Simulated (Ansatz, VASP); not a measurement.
**GaN: VASP beside Ansatz**

```
Ga N
1.0
     2.71842    0.00000    0.00000
     0.00000    2.71842    0.00000
     0.00000    0.00000    2.79145
Ga N
1 1
Direct
  0.50000 0.50000 0.50000
  0.00000 0.00000 0.00000
```

Alike in both runs: task relaxation of cell and atoms; functional PBE; k mesh 20 × 20 × 20; occupations gaussian, width 0.1 eV; no spin polarisation.

```csv
,VASP,Ansatz
version,VASP 6.6.1,Ansatz 0.2.0
potentials or method,"VASP PAW PBE potentials, release 64 (Ga_d, N), cutoff 600 eV","scalar-relativistic, plane waves, PAW"
valence electrons in the cell,18,18
```

```csv
,VASP,Ansatz,Ansatz less VASP
"gap on the k mesh at the Fermi level, each at its own relaxed structure (eV)",none,none,-
relaxed volume (Å³/atom),10.32,10.30,-0.023
relaxed cell length with the largest relative difference (Å),2.743,2.741,-0.0020
```

A gap of «none» marks a metal or a gap that the smearing closes.
